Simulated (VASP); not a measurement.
# Sb (R-3m) in VASP: a series of runs

Sb is run at these levels: PBE+D3(BJ); tasks: single point, relaxation of shape and atoms at fixed volume.

All numbers are computed with VASP 6.6.1; they aren't measurements. Logs are shortened: lines on timing, memory, paths and dates and some standing lists are left out, and cuts for length are marked.

## (1) The cell of the first run

The structure is trigonal, space group R-3m (No. 166). Conventional cell: a = 4.334 Å, b = 4.334 Å, c = 11.142 Å, α = 90.00°, β = 90.00°, γ = 120.00°. Within 3.9 Å of Sb (site symmetry 3m) lie 6 Sb at 2.93 to 3.32 Å.

## (2) Single point, PBE+D3(BJ)

INCAR reads:

```
SYSTEM = Sb
ALGO = Normal ; EDIFF = 1E-6
ENCUT = 520 ; GGA = PE
ISIF = 2 ; ISMEAR = 0
IVDW = 12 ; LASPH = .TRUE.
LCHARG = .TRUE. ; LELF = .TRUE.
LREAL = .FALSE. ; LVHAR = .TRUE.
LWAVE = .FALSE. ; NBANDS = 12
NELM = 60 ; PREC = Accurate
SIGMA = 0.05
```

KPOINTS reads:

```
k-points
0
G
  12 12 12
  0 0 0
```

POSCAR reads:

```
Sb
1.0
    2.1669330957      1.2510794061      3.7139650594
   -2.1669330957      1.2510794061      3.7139650594
    0.0000000000     -2.5021588122      3.7139650594
Sb
2
Direct
    0.2354787545      0.2354787545      0.2354787545
    0.7645212455      0.7645212455      0.7645212455
```

Potentials or basis: VASP PAW PBE potentials, release 64 (Sb).

Launch:

```sh
$ cat potpaw_PBE.64/Sb/POTCAR > POTCAR
$ mpirun -np 1 vasp_std > vasp.out
```

OUTCAR:

```text
SYSTEM = Sb
   EDIFF = 1E-6
   ENCUT = 520
   GGA = PE
   ISIF = 2
   ISMEAR = 0
   IVDW = 12
   LASPH = .TRUE.
   LREAL = .FALSE.
   NELM = 60
   PREC = Accurate
 IVDW          = 12

 ion  position               nearest neighbor table
   1  0.235  0.235  0.235-   2 2.93   2 2.93   2 2.93   2 3.32   2 3.32   2 3.32
   2  0.765  0.765  0.765-   1 2.93   1 2.93   1 2.93   1 3.32   1 3.32   1 3.32

  LATTYP: Found a trigonal (rhomboedric) cell.
 ALAT       =     4.4782066929
 COS(alpha) =     0.5317123207

  Lattice vectors:

 A1 = (   2.1669330957,   1.2510794061,   3.7139650594)
 A2 = (  -2.1669330957,   1.2510794061,   3.7139650594)
 A3 = (   0.0000000000,  -2.5021588122,   3.7139650594)

Analysis of symmetry for initial positions (statically):
=====================================================================
 Subroutine PRICEL returns:
 Original cell was already a primitive cell.

 Routine SETGRP: Setting up the symmetry group for a
 trigonal (rhombohedral) supercell.

 Subroutine GETGRP returns: Found 12 space group operations
 (whereof 12 operations were pure point group operations)
 out of a pool of 12 trial point group operations.

The static configuration has the point symmetry D_3d.

Analysis of symmetry for dynamics (positions and initial velocities):
=====================================================================
 Subroutine PRICEL returns:
 Original cell was already a primitive cell.

 Routine SETGRP: Setting up the symmetry group for a
 trigonal (rhombohedral) supercell.

 Subroutine GETGRP returns: Found 12 space group operations
 (whereof 12 operations were pure point group operations)
 out of a pool of 12 trial point group operations.

The dynamic configuration has the point symmetry D_3d.

 Subroutine INISYM returns: Found 12 space group operations
 (whereof 12 operations are pure point group operations),
 and found     1 'primitive' translations

----------------------------------------------------------------------------------------

                                     Primitive cell

  volume of cell :      60.4115

  direct lattice vectors                    reciprocal lattice vectors
     2.166933096  1.251079406  3.713965059     0.230740857  0.133218296  0.089751338
    -2.166933096  1.251079406  3.713965059    -0.230740857  0.133218296  0.089751338
     0.000000000 -2.502158812  3.713965059     0.000000000 -0.266436592  0.089751338

  length of vectors
     4.478206693  4.478206693  4.478206693     0.281147222  0.281147222  0.281147222

  position of ions in fractional coordinates (direct lattice)
     0.235478755  0.235478755  0.235478755
     0.764521245  0.764521245  0.764521245

  ion indices of the primitive-cell ions
   primitive index   ion index
                 1           1
                 2           2

----------------------------------------------------------------------------------------

 KPOINTS: k-points

Automatic generation of k-mesh.
 Grid dimensions read from file:
 generate k-points for:   12   12   12

 Generating k-lattice:

  Cartesian coordinates                     Fractional coordinates (reciprocal lattice)
     0.019228405  0.011101525  0.007479278     0.083333333 -0.000000000 -0.000000000
    -0.019228405  0.011101525  0.007479278    -0.000000000  0.083333333 -0.000000000
     0.000000000 -0.022203049  0.007479278    -0.000000000 -0.000000000  0.083333333

  Length of vectors
     0.023428935  0.023428935  0.023428935

  Shift w.r.t. Gamma in fractional coordinates (k-lattice)
     0.000000000  0.000000000  0.000000000

 Subroutine IBZKPT returns following result:
 ===========================================

 Found    189 irreducible k-points:

 Following reciprocal coordinates:
            Coordinates               Weight
  0.000000  0.000000  0.000000      1.000000
  0.083333  0.000000  0.000000      6.000000
  0.166667  0.000000  0.000000      6.000000
  0.250000  0.000000  0.000000      6.000000
  0.333333  0.000000  0.000000      6.000000
  0.416667  0.000000 -0.000000      6.000000
[... 16 lines left out ...]
  0.500000  0.166667 -0.000000     12.000000
 -0.416667  0.166667  0.000000     12.000000
 [... further k-points ...]
   k-points           NKPTS =    189   k-points in BZ     NKDIM =    189   number of bands    NBANDS=     12
   number of dos      NEDOS =    301   number of ions     NIONS =      2
   total plane-waves  NPLWV =  46656
   dimension x,y,z NGX =    36 NGY =   36 NGZ =   36
   dimension x,y,z NGXF=    72 NGYF=   72 NGZF=   72
   ions per type =               2
   NGX,Y,Z   is equivalent  to a cutoff of  13.36, 13.36, 13.36 a.u.
   NGXF,Y,Z  is equivalent  to a cutoff of  26.73, 26.73, 26.73 a.u.
 SYSTEM =  Sb
   PREC   = accura    normal or accurate (medium, high low for compatibility)
   ISTART =      0    job   : 0-new  1-cont  2-samecut
   ICHARG =      2    charge: 1-file 2-atom 10-const
   ISPIN  =      1    spin polarized calculation?
   LNONCOLLINEAR =      F non collinear calculations
   LSORBIT =      F    spin-orbit coupling
   LASPH  =      T    aspherical Exc in radial PAW
   ENCUT  =  520.0 eV  38.22 Ry    6.18 a.u.   8.33  8.33  8.33*2*pi/ulx,y,z
   NELM   =     60;   NELMIN=  2; NELMDL= -5     # of ELM steps
   EDIFF  = 0.1E-05   stopping-criterion for ELM
   LREAL  =      F    real-space projection
   EDIFFG = 0.1E-04   stopping-criterion for IOM
   NSW    =      0    number of steps for IOM
   IBRION =     -1    ionic relax: 0-MD 1-quasi-New 2-CG
   NFREE  =      0    steps in history (QN), initial steepest desc. (CG)
   ISIF   =      2    stress and relaxation
   ISYM   =      2    0-nonsym 1-usesym 2-fastsym
   POTIM  = 0.5000    time-step for ionic-motion
   TEBEG  =    0.0;   TEEND  =   0.0 temperature during run
   PSTRESS=    0.0 pullay stress
   NELECT =      10.0000    total number of electrons
   NUPDOWN=      -1.0000    fix difference up-down
   EMIN   =  10.00;   EMAX   =-10.00  energy-range for DOS
   EFERMI =   0.00;   METHOD = LEGACY
   ISMEAR =     0;   SIGMA  =   0.05  broadening in eV -4-tet -1-fermi 0-gaus
   EFERMI_NEDOS =   21; number of points for ismear=-14 and -15
   IALGO  =     38    algorithm
   IMIX   =      4    mixing-type and parameters
     AMIX     =   0.40;   BMIX     =  1.00
     AMIX_MAG =   1.60;   BMIX_MAG =  1.00
  volume/ion in A,a.u.               =      30.21       203.84
  Fermi-wavevector in a.u.,A,eV,Ry     =   0.898880  1.698637 10.993305  0.807985
  Thomas-Fermi vector in A             =   2.021644
   LORBIT       =      0    0 simple, 1 ext, 2 COOP (PROOUT), +10 PAW based schemes
   GGA     = PE    functional components
   LHFCALC =     F    Hartree Fock is set to
   AEXX    =    0.0000 exact exchange contribution
   IVDW    =    12    specifies the selected vdW correction
   LEPSILON=     F    determine dielectric tensor
   LRPA    =     F    only Hartree local field effects (RPA)
 non-spin polarized calculation
 Gauss-broadening in eV      SIGMA  =   0.05
  energy-cutoff  :      520.00
  volume of cell :       60.41
 maximum number of plane-waves:      1641
 NGX is ok and might be reduce to    36

 number of electron      10.0000000 magnetization

 Free energy of the ion-electron system (eV)
  ---------------------------------------------------
  ext. energy  EPLUGINS =         0.00000000
  ---------------------------------------------------
  free energy    TOTEN  =        -8.25747644 eV

  energy without entropy =       -8.25734045  energy(sigma->0) =       -8.25740845

 E-fermi :   7.2369     XC(G=0):  -9.5386

 val. band max:        7.1173602690   @ k =   0.4167   0.0833   0.0833
 cond. band min:       7.2460069942   @ k =  -0.4167   0.5000   0.4167
 fundamental gap:      0.1286467252
 Fermi energy:         7.2369346342

 k-point     1 :       0.0000    0.0000    0.0000
  band No.  band energies     occupation
      1      -5.4028      2.00000
      2       2.4784      2.00000
      3       5.2774      2.00000
      4       5.4547      2.00000
      5       5.4547      2.00000
      6       9.5146      0.00000
      7      10.0254      0.00000
      8      10.0254      0.00000
      9      12.2434      0.00000
     10      12.2434      0.00000
     11      12.3895      0.00000
     12      13.8849      0.00000

 k-point     2 :       0.0833    0.0000    0.0000
  band No.  band energies     occupation
      1      -5.3266      2.00000
      2       2.1183      2.00000
      3       5.3036      2.00000
      4       5.4439      2.00000
      5       5.6169      2.00000
      6       9.4377      0.00000
      7       9.8064      0.00000
      8       9.8110      0.00000
      9      11.9516      0.00000
     10      12.2581      0.00000
     11      12.2701      0.00000
     12      14.4161      0.00000

 k-point     3 :       0.1667    0.0000    0.0000
  band No.  band energies     occupation
      1      -5.0990      2.00000
      2       1.2818      2.00000
      3       5.3237      2.00000
      4       5.4217      2.00000
      5       5.9555      2.00000
      6       9.0974      0.00000
      7       9.2771      0.00000
      8       9.2840      0.00000
      9      11.8083      0.00000
     10      12.3318      0.00000
     11      12.5752      0.00000
     12      15.5458      0.00000
[... 286 lines left out ...]
 k-point    23 :       0.5000    0.1667   -0.0000
  band No.  band energies     occupation
      1      -3.1660      2.00000
      2      -1.8617      2.00000
      3       3.7915      2.00000
      4       4.7706      2.00000
      5       5.3353      2.00000
      6       8.7031      0.00000
      7       8.9507      0.00000
      8      10.0192      0.00000
      9      12.7602      0.00000
     10      15.2961      0.00000
     11      16.1891      0.00000
     12      16.3325      0.00000

 k-point    24 :      -0.4167    0.1667    0.0000
  band No.  band energies     occupation
      1      -2.8849      2.00000
      2      -2.2013      2.00000
      3       3.5924      2.00000
      4       5.1038      2.00000
      5       5.5693      2.00000
      6       8.1861      0.00000
      7       8.5741      0.00000
      8      10.3517      0.00000
      9      13.8509      0.00000
     10      14.2731      0.00000
     11      14.9026      0.00000
     12      17.4338      0.00000

 [... further k-points ...]

------------------------ aborting loop because EDIFF is reached ----------------------------------------

 Edisp (eV)   -0.94515

 E8    (eV) :    -0.4410

  FORCE on cell =-STRESS in cart. coord.  units (eV):
  Direction    XX          YY          ZZ          XY          YZ          ZX
  --------------------------------------------------------------------------------------
  -------------------------------------------------------------------------------------
  Total      -0.18936    -0.18936    -0.22727     0.00000    -0.00000    -0.00000
  in kB      -5.02210    -5.02210    -6.02743     0.00000    -0.00000    -0.00000
  external pressure =       -5.36 kB  Pullay stress =        0.00 kB

 VOLUME and BASIS-vectors are now :
 -----------------------------------------------------------------------------
  energy-cutoff  :      520.00
  volume of cell :       60.41
      direct lattice vectors                 reciprocal lattice vectors
     2.166933096  1.251079406  3.713965059     0.230740857  0.133218296  0.089751338
    -2.166933096  1.251079406  3.713965059    -0.230740857  0.133218296  0.089751338
     0.000000000 -2.502158812  3.713965059     0.000000000 -0.266436592  0.089751338

 POSITION                                       TOTAL-FORCE (eV/Angst)
 -----------------------------------------------------------------------------------
      0.00000      0.00000      2.62368         0.000000     -0.000000      0.034811
      0.00000      0.00000      8.51822         0.000000      0.000000     -0.034811
 -----------------------------------------------------------------------------------
    total drift:                                0.000000      0.000000     -0.000000

  FREE ENERGIE OF THE ION-ELECTRON SYSTEM (eV)
  ---------------------------------------------------
  free  energy   TOTEN  =        -9.2026216150 eV

  energy  without entropy=       -9.2024856245  energy(sigma->0) =       -9.20255362
```

Wall time 65 s (1 thread of AMD EPYC 9R45 (Zen 5), shared host); peak memory 0.26 GiB.

What came out:

```yaml
Free_energy: -9.2026 eV
Pressure: -0.5 GPa
Largest_force: 0.035 eV/Å
Band_gap_on_the_k_mesh: zero (bands 5 and 6 overlap by 0.23 eV)
Dispersion_energy_per_atom: -0.473 eV
```

Forces in eV/Å, atoms in the order of the input:
```
Sb   0.000  0.000  0.035
Sb   0.000  0.000 -0.035
```

Caveat: spin-orbit coupling is left out, which moves the levels of the heavy elements.

## (3) Single point, PBE+D3(BJ)

This run uses another cell than the first one: it holds 16 atoms, not 2.

INCAR reads:

```
SYSTEM = Sb
PREC     = Accurate       ! precision mode
ENCUT    = 520            ! plane-wave cutoff, eV
EDIFF    = 1E-7           ! SCF threshold, eV
ISMEAR   = -1             ! smearing method
SIGMA    = 0.05           ! smearing width, eV
LREAL    = Auto         
LASPH    = .True.         ! aspherical terms in the spheres
NELM     = 80             ! most SCF steps
ALGO     = Normal         ! electronic algorithm
ISIF     = 2              ! what is computed and relaxed
LWAVE    = .False.        ! write WAVECAR
LCHARG   = .True.         ! write CHGCAR
GGA      = PE             ! functional
IVDW     = 12             ! dispersion correction
LELF     = .True.         ! ELF
LVHAR    = .True.       
NBANDS   = 54             ! bands
```

KPOINTS reads:

```
Automatic mesh
0
Gamma
  4 4 4
  0 0 0
```

POSCAR reads:

```
Sb
1.0
    4.3338661913      2.5021588122      7.4279301188
   -4.3338661913      2.5021588122      7.4279301188
    0.0000000000     -5.0043176244      7.4279301188
Sb
16
Direct
    0.1177393772      0.1177393772      0.1177393772
    0.3822606228      0.3822606228      0.3822606228
    0.1177393772      0.1177393772      0.6177393772
    0.3822606228      0.3822606228      0.8822606228
    0.1177393772      0.6177393772      0.1177393772
    0.3822606228      0.8822606228      0.3822606228
    0.1177393772      0.6177393772      0.6177393772
    0.3822606228      0.8822606228      0.8822606228
    0.6177393772      0.1177393772      0.1177393772
    0.8822606228      0.3822606228      0.3822606228
    0.6177393772      0.1177393772      0.6177393772
    0.8822606228      0.3822606228      0.8822606228
    0.6177393772      0.6177393772      0.1177393772
    0.8822606228      0.8822606228      0.3822606228
    0.6177393772      0.6177393772      0.6177393772
    0.8822606228      0.8822606228      0.8822606228
```

Potentials or basis: VASP PAW PBE potentials, release 64 (Sb).

Launch:

```sh
$ cat potpaw_PBE.64/Sb/POTCAR > POTCAR
$ mpirun -np 1 vasp_std > vasp.out
```

OUTCAR:

```text
SYSTEM = Sb
   PREC = Accurate
   ENCUT = 520
   EDIFF = 1E-7
   ISMEAR = -1
   LREAL = Auto
   LASPH = .True.
   NELM = 80
   ISIF = 2
   GGA = PE
   IVDW = 12
 IVDW          = 12

 ion  position               nearest neighbor table
   1  0.118  0.118  0.118-   8 2.93  12 2.93  14 2.93   6 3.32  10 3.32   4 3.32
   2  0.382  0.382  0.382-   7 2.93  11 2.93  13 2.93   5 3.32   9 3.32   3 3.32
   3  0.118  0.118  0.618-   6 2.93  10 2.93  16 2.93  12 3.32   8 3.32   2 3.32
   4  0.382  0.382  0.882-   5 2.93   9 2.93  15 2.93  11 3.32   7 3.32   1 3.32
   5  0.118  0.618  0.118-   4 2.93  16 2.93  10 2.93  14 3.32   2 3.32   8 3.32
   6  0.382  0.882  0.382-   3 2.93  15 2.93   9 2.93  13 3.32   1 3.32   7 3.32
[... 8 lines left out ...]
  15  0.618  0.618  0.618-   6 2.93  10 2.93   4 2.93   8 3.32  12 3.32  14 3.32
  16  0.882  0.882  0.882-   5 2.93   9 2.93   3 2.93   7 3.32  11 3.32  13 3.32
[... 7 lines left out ...]
 A1 = (   4.3338661913,   2.5021588122,   7.4279301188)
 A2 = (  -4.3338661913,   2.5021588122,   7.4279301188)
 A3 = (   0.0000000000,  -5.0043176244,   7.4279301188)

Analysis of symmetry for initial positions (statically):
=====================================================================
 Subroutine PRICEL returns following result:

  LATTYP: Found a trigonal (rhomboedric) cell.
[... 192 lines left out ...]
      5      -3.0390      2.00000
      6      -3.0268      2.00000
[... 704 lines left out ...]
     51       9.5919      0.00000
     52       9.5921      0.00000
 [bands above 52 left out]

------------------------ aborting loop because EDIFF is reached ----------------------------------------

 Edisp (eV)   -7.56116

 E8    (eV) :    -3.5278

  FORCE on cell =-STRESS in cart. coord.  units (eV):
  Direction    XX          YY          ZZ          XY          YZ          ZX
  --------------------------------------------------------------------------------------
  -------------------------------------------------------------------------------------
  Total      -1.56511    -1.56511    -2.08207    -0.00000     0.00000     0.00000
  in kB      -5.18854    -5.18854    -6.90233    -0.00000     0.00000     0.00000
  external pressure =       -5.76 kB  Pullay stress =        0.00 kB

 VOLUME and BASIS-vectors are now :
 -----------------------------------------------------------------------------
  energy-cutoff  :      520.00
  volume of cell :      483.29
      direct lattice vectors                 reciprocal lattice vectors
     4.333866191  2.502158812  7.427930119     0.115370429  0.066609148  0.044875669
    -4.333866191  2.502158812  7.427930119    -0.115370429  0.066609148  0.044875669
     0.000000000 -5.004317624  7.427930119     0.000000000 -0.133218296  0.044875669

 POSITION                                       TOTAL-FORCE (eV/Angst)
 -----------------------------------------------------------------------------------
      0.00000      0.00000      2.62368         0.000000      0.000000     -0.004340
      0.00000      0.00000      8.51822         0.000000     -0.000000      0.004340
      0.00000     -2.50216      6.33764         0.000000      0.000000     -0.004340
      0.00000     -2.50216     12.23218         0.000000     -0.000000      0.004340
     -2.16693      1.25108      6.33764         0.000000      0.000000     -0.004340
     -2.16693      1.25108     12.23218         0.000000     -0.000000      0.004340
[... 8 lines left out ...]
      0.00000      0.00000     13.76557         0.000000      0.000000     -0.004340
      0.00000      0.00000     19.66011         0.000000     -0.000000      0.004340
 -----------------------------------------------------------------------------------
    total drift:                               -0.000000     -0.000000      0.000000

  FREE ENERGIE OF THE ION-ELECTRON SYSTEM (eV)
  ---------------------------------------------------
  free  energy   TOTEN  =       -73.6807391551 eV

  energy  without entropy=      -73.6573459648  energy(sigma->0) =      -73.66904256
```

stdout:

```text
POSCAR found type information on POSCAR Sb
 POSCAR found :  1 types and      16 ions
 scaLAPACK will be used
 LDA part: xc-table for (Slater+PW92), standard interpolation
 POSCAR, INCAR and KPOINTS ok, starting setup
 FFT: planning ... GRIDC
 FFT: planning ... GRID_SOFT
 FFT: planning ... GRID
 WAVECAR not read
 entering main loop
```

Wall time 11 min (1 thread of AMD EPYC 9R45 (Zen 5), shared host); peak memory 0.72 GiB.

Results:

| Property | Result |
| --- | --- |
| Free energy | -73.6807 eV |
| Pressure | -0.6 GPa |
| Largest force | 0.004 eV/Å |
| Band gap on the k mesh | zero (bands 40 and 41 overlap by 0.26 eV) |
| Dispersion energy per atom | -0.473 eV |

Forces in eV/Å, atoms in the order of the input:
```
Sb   0.000  0.000 -0.004
Sb   0.000  0.000  0.004
Sb   0.000  0.000 -0.004
Sb   0.000  0.000  0.004
Sb   0.000  0.000 -0.004
Sb   0.000  0.000  0.004
Sb   0.000  0.000 -0.004
Sb   0.000  0.000  0.004
Sb   0.000  0.000 -0.004
Sb   0.000  0.000  0.004
Sb   0.000  0.000 -0.004
Sb   0.000  0.000  0.004
Sb   0.000  0.000 -0.004
Sb   0.000  0.000  0.004
Sb   0.000  0.000 -0.004
Sb   0.000  0.000  0.004
```

Stress tensor (GPa, compression positive):
```
-0.52  0.00  0.00
 0.00 -0.52  0.00
 0.00  0.00 -0.69
```

Levels at points of the mesh, in eV from the Fermi level:
| k point | band 36 | band 37 | band 38 | band 39 | band 40 | band 41 | band 42 | band 43 | band 44 | band 45 |
| --- | --- | --- | --- | --- | --- | --- | --- | --- | --- | --- |
| (0.00, 0.00, 0.00) | -1.31 | -0.52 | -0.36 | -0.36 | -0.36 | -0.23 | -0.23 | -0.23 | -0.05 | -0.05 |
| (0.50, 0.00, 0.00) | -1.94 | -1.90 | -1.90 | -1.06 | -1.06 | 1.22 | 1.22 | 1.34 | 1.34 | 1.34 |
| (0.50, 0.50, 0.00) | -1.54 | -1.00 | -1.00 | -0.63 | -0.63 | 0.55 | 0.55 | 0.62 | 0.62 | 0.80 |
| (0.50, 0.50, 0.50) | -1.70 | -1.70 | -1.70 | -0.91 | -0.91 | 1.21 | 1.21 | 1.21 | 1.21 | 1.62 |

Caveat: spin-orbit coupling is left out, which moves the levels of the heavy elements.

(Continued in part 2 of 2.)

The gap in the log of VASP goes by the Fermi energy; the results here count the filled bands.